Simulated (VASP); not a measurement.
# BN (Imm2) in VASP: notebook

BN is run at these levels: PBE; tasks: single point.

All numbers are computed with VASP 6.6.1; they aren't measurements. Logs are shortened: lines on timing, memory, paths and dates and some standing lists are left out, and cuts for length are marked.

### Step 1. The cell of the first run

It takes space group Imm2 (No. 44, orthorhombic). The conventional cell has a = 2.486 Å, b = 2.640 Å, c = 3.625 Å, α = 90.00°, β = 90.00°, γ = 90.00°. B (site symmetry mm2) has 4 N at 1.54 to 1.60 Å within 2.0 Å. Within 2.0 Å of N (site symmetry mm2) lie 4 B at 1.54 to 1.60 Å.

### Step 2. Single point, PBE (strain -0.0600 x Voigt [0, 0, 0, 0, 0, 1])

INCAR

```
PREC = Accurate
ENCUT = 520
EDIFF = 1E-6
ISMEAR = 0
SIGMA = 0.05
LREAL = F
LASPH = T
NELM = 100
ALGO = Normal
ISIF = 2
LWAVE = F
LCHARG = F
GGA = PE
NBANDS = 11
```

KPOINTS

```
regular mesh
0
Gamma
  12 12 12
```

POSCAR

```
BN
1.0
   -0.0543704554      1.8123485119      1.8123485119
    1.8123485119     -0.0543704554      1.8123485119
    1.7579780565      1.7579780565      0.0000000000
B N
1 1
Direct
    0.0000000000      0.0000000000      0.0000000000
    0.7500000000      0.7500000000      0.7500000000
```

Potentials or basis: VASP PAW PBE potentials, release 64 (B, N).

On the command line:

```bash
$ cat potpaw_PBE.64/B/POTCAR potpaw_PBE.64/N/POTCAR > POTCAR
$ mpirun -np 1 vasp_std > vasp.out
```

OUTCAR:

```text
PREC = Accurate
   ENCUT = 520
   EDIFF = 1E-6
   ISMEAR = 0
   LREAL = F
   LASPH = T
   NELM = 100
   ISIF = 2
   GGA = PE

 ion  position               nearest neighbor table
   1  0.000  0.000  0.000-   2 1.54   2 1.54   2 1.60   2 1.60
   2  0.750  0.750  0.750-   1 1.54   1 1.54   1 1.60   1 1.60

  LATTYP: Found a body centered orthorhombic cell.
 ALAT       =     2.4861564099
 B/A-ratio  =     1.0618556702
 C/A-ratio  =     1.4579521262

  Lattice vectors:

 A1 = (   0.0543704554,  -1.8123485119,  -1.8123485119)
 A2 = (  -0.0543704554,   1.8123485119,  -1.8123485119)
 A3 = (   1.8123485119,  -0.0543704554,   1.8123485119)

Analysis of symmetry for initial positions (statically):
=====================================================================
 Subroutine PRICEL returns:
 Original cell was already a primitive cell.

 Routine SETGRP: Setting up the symmetry group for a
 body centered orthorhombic supercell.

 Subroutine GETGRP returns: Found  4 space group operations
 (whereof  4 operations were pure point group operations)
 out of a pool of  8 trial point group operations.

The static configuration has the point symmetry C_2v.

Analysis of symmetry for dynamics (positions and initial velocities):
=====================================================================
 Subroutine PRICEL returns:
 Original cell was already a primitive cell.

 Routine SETGRP: Setting up the symmetry group for a
 body centered orthorhombic supercell.

 Subroutine GETGRP returns: Found  4 space group operations
 (whereof  4 operations were pure point group operations)
 out of a pool of  8 trial point group operations.

The dynamic configuration has the point symmetry C_2v.

 Subroutine INISYM returns: Found  4 space group operations
 (whereof  4 operations are pure point group operations),
 and found     1 'primitive' translations

----------------------------------------------------------------------------------------

                                     Primitive cell

  volume of cell :      11.8950

  direct lattice vectors                    reciprocal lattice vectors
    -0.054370455  1.812348512  1.812348512    -0.267849638  0.267849638  0.275885127
     1.812348512 -0.054370455  1.812348512     0.267849638 -0.267849638  0.275885127
     1.757978057  1.757978057  0.000000000     0.284417657  0.284417657 -0.275885127

  length of vectors
     2.563624466  2.563624466  2.486156410     0.468614405  0.468614405  0.487749332

  position of ions in fractional coordinates (direct lattice)
     0.000000000  0.000000000  0.000000000
     0.750000000  0.750000000  0.750000000

  ion indices of the primitive-cell ions
   primitive index   ion index
                 1           1
                 2           2

----------------------------------------------------------------------------------------

 KPOINTS: regular mesh

Automatic generation of k-mesh.
 Grid dimensions read from file:
 generate k-points for:   12   12   12

 Generating k-lattice:

  Cartesian coordinates                     Fractional coordinates (reciprocal lattice)
    -0.022320803  0.022320803  0.022990427     0.083333333  0.000000000  0.000000000
     0.022320803 -0.022320803  0.022990427     0.000000000  0.083333333  0.000000000
     0.023701471  0.023701471 -0.022990427     0.000000000  0.000000000  0.083333333

  Length of vectors
     0.039051200  0.039051200  0.040645778

  Shift w.r.t. Gamma in fractional coordinates (k-lattice)
     0.000000000  0.000000000  0.000000000

 Subroutine IBZKPT returns following result:
 ===========================================

 Found    280 irreducible k-points:

 Following reciprocal coordinates:
            Coordinates               Weight
  0.000000  0.000000  0.000000      1.000000
  0.083333 -0.000000  0.000000      4.000000
  0.166667  0.000000  0.000000      4.000000
  0.250000  0.000000  0.000000      4.000000
  0.333333  0.000000  0.000000      4.000000
  0.416667  0.000000  0.000000      4.000000
[... 16 lines left out ...]
  0.500000  0.166667  0.000000      4.000000
 -0.416667  0.166667  0.000000      4.000000
 [... further k-points ...]
   k-points           NKPTS =    280   k-points in BZ     NKDIM =    280   number of bands    NBANDS=     11
   number of dos      NEDOS =    301   number of ions     NIONS =      2
   total plane-waves  NPLWV =   7200
   dimension x,y,z NGX =    20 NGY =   20 NGZ =   18
   dimension x,y,z NGXF=    40 NGYF=   40 NGZF=   36
   ions per type =               1   1
   NGX,Y,Z   is equivalent  to a cutoff of  12.97, 12.97, 12.04 a.u.
   NGXF,Y,Z  is equivalent  to a cutoff of  25.94, 25.94, 24.07 a.u.
 SYSTEM =  unknown system
   PREC   = accura    normal or accurate (medium, high low for compatibility)
   ISTART =      0    job   : 0-new  1-cont  2-samecut
   ICHARG =      2    charge: 1-file 2-atom 10-const
   ISPIN  =      1    spin polarized calculation?
   LNONCOLLINEAR =      F non collinear calculations
   LSORBIT =      F    spin-orbit coupling
   LASPH  =      T    aspherical Exc in radial PAW
   ENCUT  =  520.0 eV  38.22 Ry    6.18 a.u.   4.77  4.77  4.62*2*pi/ulx,y,z
   NELM   =    100;   NELMIN=  2; NELMDL= -5     # of ELM steps
   EDIFF  = 0.1E-05   stopping-criterion for ELM
   LREAL  =      F    real-space projection
   EDIFFG = 0.1E-04   stopping-criterion for IOM
   NSW    =      0    number of steps for IOM
   IBRION =     -1    ionic relax: 0-MD 1-quasi-New 2-CG
   NFREE  =      0    steps in history (QN), initial steepest desc. (CG)
   ISIF   =      2    stress and relaxation
   ISYM   =      2    0-nonsym 1-usesym 2-fastsym
   POTIM  = 0.5000    time-step for ionic-motion
   TEBEG  =    0.0;   TEEND  =   0.0 temperature during run
   PSTRESS=    0.0 pullay stress
   NELECT =       8.0000    total number of electrons
   NUPDOWN=      -1.0000    fix difference up-down
   EMIN   =  10.00;   EMAX   =-10.00  energy-range for DOS
   EFERMI =   0.00;   METHOD = LEGACY
   ISMEAR =     0;   SIGMA  =   0.05  broadening in eV -4-tet -1-fermi 0-gaus
   EFERMI_NEDOS =   21; number of points for ismear=-14 and -15
   IALGO  =     38    algorithm
   IMIX   =      4    mixing-type and parameters
     AMIX     =   0.40;   BMIX     =  1.00
     AMIX_MAG =   1.60;   BMIX_MAG =  1.00
  volume/ion in A,a.u.               =       5.95        40.14
  Fermi-wavevector in a.u.,A,eV,Ry     =   1.434333  2.710497 27.991435  2.057312
  Thomas-Fermi vector in A             =   2.553753
   LORBIT       =      0    0 simple, 1 ext, 2 COOP (PROOUT), +10 PAW based schemes
   GGA     = PE    functional components
   LHFCALC =     F    Hartree Fock is set to
   AEXX    =    0.0000 exact exchange contribution
   IVDW    =     0    specifies the selected vdW correction
   LEPSILON=     F    determine dielectric tensor
   LRPA    =     F    only Hartree local field effects (RPA)
 non-spin polarized calculation
 Gauss-broadening in eV      SIGMA  =   0.05
  energy-cutoff  :      520.00
  volume of cell :       11.89
 maximum number of plane-waves:       335
   NGX =  9   NGY =  9   NGZ =  9

 number of electron       8.0000001 magnetization

 Free energy of the ion-electron system (eV)
  ---------------------------------------------------
  ext. energy  EPLUGINS =         0.00000000
  ---------------------------------------------------
  free energy    TOTEN  =       -17.39117398 eV

  energy without entropy =      -17.39117398  energy(sigma->0) =      -17.39117398

 E-fermi :   7.8115     XC(G=0): -12.7858

 val. band max:        7.4431491409   @ k =   0.0000   0.0000   0.0000
 cond. band min:      11.5621319538   @ k =   0.5000   0.5000   0.0000
 fundamental gap:      4.1189828129
 Fermi energy:         7.8114735764

 k-point     1 :       0.0000    0.0000    0.0000
  band No.  band energies     occupation
      1     -12.8438      2.00000
      2       7.2099      2.00000
      3       7.2728      2.00000
      4       7.4431      2.00000
      5      15.3265      0.00000
      6      15.4264      0.00000
      7      16.9269      0.00000
      8      18.2700      0.00000
      9      31.9263      0.00000
     10      34.9863      0.00000
     11      35.0987      0.00000

 k-point     2 :       0.0833   -0.0000    0.0000
  band No.  band energies     occupation
      1     -12.6834      2.00000
      2       6.2401      2.00000
      3       7.1084      2.00000
      4       7.2805      2.00000
      5      15.5750      0.00000
      6      16.0740      0.00000
      7      17.1644      0.00000
      8      18.5163      0.00000
      9      31.6910      0.00000
     10      32.8705      0.00000
     11      33.3718      0.00000

 k-point     3 :       0.1667    0.0000    0.0000
  band No.  band energies     occupation
      1     -12.2085      2.00000
      2       4.0755      2.00000
      3       6.7422      2.00000
      4       6.8771      2.00000
      5      16.1080      0.00000
      6      17.1446      0.00000
      7      17.7219      0.00000
      8      19.3521      0.00000
      9      30.8393      0.00000
     10      31.7127      0.00000
     11      32.0451      0.00000
[... 267 lines left out ...]
 k-point    23 :       0.5000    0.1667    0.0000
  band No.  band energies     occupation
      1      -8.6711      2.00000
      2      -2.5237      2.00000
      3       3.7562      2.00000
      4       4.8077      2.00000
      5      16.6150      0.00000
      6      19.7181      0.00000
      7      20.3981      0.00000
      8      21.5360      0.00000
      9      27.7908      0.00000
     10      33.5219      0.00000
     11      35.5970      0.00000

 k-point    24 :      -0.4167    0.1667    0.0000
  band No.  band energies     occupation
      1      -8.5690      2.00000
      2      -2.6687      2.00000
      3       3.3184      2.00000
      4       5.0669      2.00000
      5      17.0918      0.00000
      6      19.6731      0.00000
      7      20.0743      0.00000
      8      22.3924      0.00000
      9      27.9621      0.00000
     10      33.4217      0.00000
     11      33.5177      0.00000

 [... further k-points ...]

------------------------ aborting loop because EDIFF is reached ----------------------------------------

  FORCE on cell =-STRESS in cart. coord.  units (eV):
  Direction    XX          YY          ZZ          XY          YZ          ZX
  --------------------------------------------------------------------------------------
  -------------------------------------------------------------------------------------
  Total        0.1828403      0.1828403      0.0540239      1.9938987      0.0000000      0.0000000
  in kB       24.6273902     24.6273902      7.2766589    268.5651016      0.0000000      0.0000000
  external PRESSURE =      18.8438131 kB  Pullay stress =       0.0000000 kB

 VOLUME and BASIS-vectors are now :
 -----------------------------------------------------------------------------
  energy-cutoff  :      520.00
  volume of cell :       11.89
      direct lattice vectors                 reciprocal lattice vectors
    -0.054370455  1.812348512  1.812348512    -0.267849638  0.267849638  0.275885127
     1.812348512 -0.054370455  1.812348512     0.267849638 -0.267849638  0.275885127
     1.757978057  1.757978057  0.000000000     0.284417657  0.284417657 -0.275885127

 POSITION                                       TOTAL-FORCE (eV/Angst)
 -----------------------------------------------------------------------------------
      0.00000      0.00000      0.00000        -0.000000     -0.000000      0.094085
      2.63697      2.63697      2.71852         0.000000      0.000000     -0.094085
 -----------------------------------------------------------------------------------
    total drift:                               -0.000003     -0.000003     -0.000080

  FREE ENERGIE OF THE ION-ELECTRON SYSTEM (eV)
  ---------------------------------------------------
  free  energy   TOTEN  =       -17.3911739842 eV

  energy  without entropy=      -17.3911739842  energy(sigma->0) =      -17.39117398
```

Wall time 30 s (1 thread of Intel Xeon 8259CL, shared host); peak memory 0.14 GiB.

What came out:

```yaml
Free_energy: -17.3912 eV
Pressure: 1.9 GPa
Largest_force: 0.094 eV/Å
Band_gap_on_the_k_mesh: 4.12 eV (least direct gap 7.88 eV)
```

Forces in eV/Å, atoms in the order of the input:
```
B    0.000  0.000  0.094
N    0.000  0.000 -0.094
```

Stress tensor (GPa, compression positive):
```
 2.46 26.86  0.00
26.86  2.46  0.00
 0.00  0.00  0.73
```

Caveat: the cell differs from its parent crystal (strain -0.0600 x Voigt [0, 0, 0, 0, 0, 1]). A k mesh can miss the band edges.

### Step 3. Single point, PBE (strain +0.0450 x Voigt [0, 0, 0, 0, 0, 1])

INCAR

```
SYSTEM = BN
ALGO = Normal ; EDIFF = 1E-7
ENCUT = 520 ; GGA = PE
ISIF = 2 ; ISMEAR = 0
LASPH = .True. ; LCHARG = .True.
LELF = .True. ; LREAL = .False.
LVHAR = .True. ; LWAVE = .False.
NBANDS = 11 ; NELM = 80
PREC = Accurate ; SIGMA = 0.05
```

KPOINTS

```
k-points
0
Gamma
  12 12 12
  0 0 0
```

POSCAR

```
BN
1.0
    0.0407778415      1.8123485119      1.8123485119
    1.8123485119      0.0407778415      1.8123485119
    1.8531263534      1.8531263534      0.0000000000
B N
1 1
Direct
    0.0000000000      0.0000000000      0.0000000000
    0.7500000000      0.7500000000      0.7500000000
```

Potentials or basis: VASP PAW PBE potentials, release 64 (B, N).

On the command line:

```bash
$ cat potpaw_PBE.64/B/POTCAR potpaw_PBE.64/N/POTCAR > POTCAR
$ mpirun -np 1 vasp_std > vasp.out
```

OUTCAR:

```text
SYSTEM = BN
   EDIFF = 1E-7
   ENCUT = 520
   GGA = PE
   ISIF = 2
   ISMEAR = 0
   LASPH = .True.
   LREAL = .False.
   NELM = 80
   PREC = Accurate

 ion  position               nearest neighbor table
   1  0.000  0.000  0.000-   2 1.55   2 1.55   2 1.59   2 1.59
   2  0.750  0.750  0.750-   1 1.55   1 1.55   1 1.59   1 1.59

  LATTYP: Found a body centered orthorhombic cell.
 ALAT       =     2.5053792688
 B/A-ratio  =     1.0460358056
 C/A-ratio  =     1.4467657927

  Lattice vectors:

 A1 = (   1.8123485119,   0.0407778415,  -1.8123485119)
 A2 = (  -1.8123485119,  -0.0407778415,  -1.8123485119)
 A3 = (   0.0407778415,   1.8123485119,   1.8123485119)

Analysis of symmetry for initial positions (statically):
=====================================================================
 Subroutine PRICEL returns:
 Original cell was already a primitive cell.

 Routine SETGRP: Setting up the symmetry group for a
 body centered orthorhombic supercell.

 Subroutine GETGRP returns: Found  4 space group operations
 (whereof  4 operations were pure point group operations)
 out of a pool of  8 trial point group operations.

The static configuration has the point symmetry C_2v.

[... 172 lines left out ...]
      4       7.4032      2.00000
      5      15.5092      0.00000
      6      15.6620      0.00000
      7      16.7083      0.00000
      8      17.9962      0.00000
      9      31.9176      0.00000
     10      34.9808      0.00000
     11      35.0448      0.00000
[... 309 lines left out ...]
 k-point    24 :      -0.4167    0.1667    0.0000
  band No.  band energies     occupation
      1      -8.0976      2.00000
      2      -2.5852      2.00000
      3       3.1176      2.00000
      4       4.5772      2.00000
      5      16.1501      0.00000
      6      19.1109      0.00000
      7      19.2577      0.00000
      8      23.2380      0.00000
      9      28.6037      0.00000
     10      31.9942      0.00000
     11      34.0769      0.00000

 [... further k-points ...]

------------------------ aborting loop because EDIFF is reached ----------------------------------------

  FORCE on cell =-STRESS in cart. coord.  units (eV):
  Direction    XX          YY          ZZ          XY          YZ          ZX
  --------------------------------------------------------------------------------------
  -------------------------------------------------------------------------------------
  Total        0.1102871      0.1102871      0.0377624     -1.4933805      0.0000000      0.0000000
  in kB       14.8491030     14.8491030      5.0843487   -201.0693359      0.0000000      0.0000000
  external PRESSURE =      11.5941849 kB  Pullay stress =       0.0000000 kB

 VOLUME and BASIS-vectors are now :
 -----------------------------------------------------------------------------
  energy-cutoff  :      520.00
  volume of cell :       11.90
      direct lattice vectors                 reciprocal lattice vectors
     0.040777842  1.812348512  1.812348512    -0.282235424  0.282235424  0.275885127
     1.812348512  0.040777842  1.812348512     0.282235424 -0.282235424  0.275885127
     1.853126353  1.853126353  0.000000000     0.269814305  0.269814305 -0.275885127

 POSITION                                       TOTAL-FORCE (eV/Angst)
 -----------------------------------------------------------------------------------
      0.00000      0.00000      0.00000         0.000000      0.000000     -0.069237
      2.77969      2.77969      2.71852         0.000000      0.000000      0.069237
 -----------------------------------------------------------------------------------
    total drift:                               -0.000000     -0.000000      0.000046

  FREE ENERGIE OF THE ION-ELECTRON SYSTEM (eV)
  ---------------------------------------------------
  free  energy   TOTEN  =       -17.4173904278 eV

  energy  without entropy=      -17.4173904278  energy(sigma->0) =      -17.41739043
```

stdout:

```text
POSCAR found type information on POSCAR B N
 POSCAR found :  2 types and       2 ions
 scaLAPACK will be used
 LDA part: xc-table for (Slater+PW92), standard interpolation
 POSCAR, INCAR and KPOINTS ok, starting setup
 FFT: planning ... GRIDC
 FFT: planning ... GRID_SOFT
 FFT: planning ... GRID
 WAVECAR not read
 entering main loop
```

It took 45 s on 1 thread of Intel Xeon 8259CL, shared host; peak memory 0.15 GiB.

Results:

- Free energy: -17.4174 eV
- Pressure: 1.2 GPa
- Largest force: 0.069 eV/Å
- Band gap on the k mesh: 4.24 eV (least direct gap 8.11 eV)

Forces on the atoms (eV/Å):
```
B    0.000  0.000 -0.069
N    0.000  0.000  0.069
```

Stress tensor (GPa, compression positive):
```
  1.48 -20.11   0.00
-20.11   1.48   0.00
  0.00   0.00   0.51
```

Levels at points of the mesh, in eV from the valence-band top:
```csv
k point,band 1,band 2,band 3,band 4,band 5,band 6,band 7,band 8
"(0.00, 0.00, 0.00)",-20.24,-0.17,-0.12,0.00,8.11,8.26,9.31,10.59
"(0.50, 0.00, 0.00)",-15.87,-10.66,-2.22,-2.14,9.44,10.10,10.84,15.15
"(0.50, 0.50, 0.00)",-14.72,-8.96,-5.36,-4.54,4.24,9.27,17.66,17.78
"(0.00, 0.00, 0.50)",-16.25,-10.77,-1.86,-1.83,9.94,10.82,11.08,15.02
"(0.50, 0.00, 0.50)",-14.70,-8.97,-4.95,-4.94,4.36,9.10,17.50,17.64
```

Caveat: the cell differs from its parent crystal (strain +0.0450 x Voigt [0, 0, 0, 0, 0, 1]). A k mesh can miss the band edges.

### Step 4. Single point, PBE (strain -0.0300 x Voigt [0, 0, 0, 0, 0, 1])

INCAR

```
ALGO = Normal
EDIFF = 1E-6
ENCUT = 520
GGA = PE
ISIF = 2
ISMEAR = 0
LASPH = T
LCHARG = F
LREAL = F
LWAVE = F
NBANDS = 11
NELM = 100
PREC = Accurate
SIGMA = 0.05
```

KPOINTS

```
k-points
0
Gamma
  12 12 12
```

POSCAR

```
BN
1.0
   -0.0271852277      1.8123485119      1.8123485119
    1.8123485119     -0.0271852277      1.8123485119
    1.7851632842      1.7851632842      0.0000000000
B N
1 1
Direct
    0.0000000000      0.0000000000      0.0000000000
    0.7500000000      0.7500000000      0.7500000000
```

On the command line:

```bash
$ cat potpaw_PBE.64/B/POTCAR potpaw_PBE.64/N/POTCAR > POTCAR
$ mpirun -np 1 vasp_std > vasp.out
```

It took 50 s on 1 thread of Intel Xeon 8259CL, shared host; peak memory 0.15 GiB.

The run converged. Its results:

- Free energy: -17.4361 eV
- Pressure: 0.7 GPa
- Largest force: 0.046 eV/Å
- Band gap on the k mesh: 4.34 eV (least direct gap 8.33 eV)

Forces in eV/Å, atoms in the order of the input:
```
B    0.000  0.000  0.046
N    0.000  0.000 -0.046
```

Stress tensor (GPa, compression positive):
```
 0.80 13.39  0.00
13.39  0.80  0.00
 0.00  0.00  0.36
```

Levels at points of the mesh, in eV from the valence-band top:
```
           k point  band 2  band 3  band 4  band 5  band 6  band 7
(0.00, 0.00, 0.00)   -0.11   -0.07    0.00    8.33    8.50    9.13
(0.50, 0.00, 0.00)  -10.71   -1.88   -1.86   10.06   10.68   10.94
(0.50, 0.50, 0.00)   -8.92   -5.20   -4.65    4.34    9.21   17.70
(0.00, 0.00, 0.50)  -10.64   -2.12   -2.07    9.65   10.28   10.77
(0.50, 0.00, 0.50)   -8.93   -4.92   -4.92    4.39    9.13   17.64
```

Caveat: the cell differs from its parent crystal (strain -0.0300 x Voigt [0, 0, 0, 0, 0, 1]). A k mesh can miss the band edges.

[end of part 1 of 2]
